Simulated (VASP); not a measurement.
A run of VASP 6.6.1 is set up as follows.

File INCAR:

```
PREC = Accurate
ENCUT = 520
EDIFF = 1E-7
ISMEAR = -1
SIGMA = 0.05
LREAL = F
LASPH = T
NELM = 150
ALGO = Normal
ISIF = 2
LWAVE = F
LCHARG = F
ISPIN = 2
MAGMOM = 4 4 0 0
LORBIT = 11
LMAXMIX = 4
GGA = B5
ALDAX = 1.0
AGGAX = 1.0
AGGAC = 1.0
ALDAC = 0.0
NBANDS = 31
```

KPOINTS

```
regular mesh
0
Gamma
  8 8 4
```

File POSCAR:

```
MnS
1.0
    4.0056036386      0.0000000000      0.0000000000
   -2.0028018193      3.4689545085      0.0000000000
    0.0000000000      0.0000000000      6.4259927585
Mn S
2 2
Direct
    0.6666666667      0.3333333333      0.4988446700
    0.3333333333      0.6666666667      0.9988446700
    0.3333333333      0.6666666667      0.6261543000
    0.6666666667      0.3333333333      0.1261543000
```

Potentials or basis: VASP PAW PBE potentials, release 64 (Mn_pv, S).

Launch:

```console
$ cat potpaw_PBE.64/Mn_pv/POTCAR potpaw_PBE.64/S/POTCAR > POTCAR
$ mpirun -np 1 vasp_std > vasp.out
```

**Question.** Estimate the largest force.

**Answer.** 0.256 eV/Å.

**Question.** Predict the site moments.

**Answer.** Mn +4.31; S +0.13 μB.

**Question.** What does it give for the pressure?

**Answer.** 3.2 GPa.

Forces on the atoms (eV/Å):
```
Mn   0.000  0.000  0.256
Mn   0.000  0.000  0.256
S    0.000  0.000 -0.256
S    0.000  0.000 -0.256
```

Caveat: the cell stands under pressure; the PAW data sets were made with another functional, which shifts forces and pressure a little; the run started ferromagnetic, and an antiferromagnetic order may lie lower in energy.
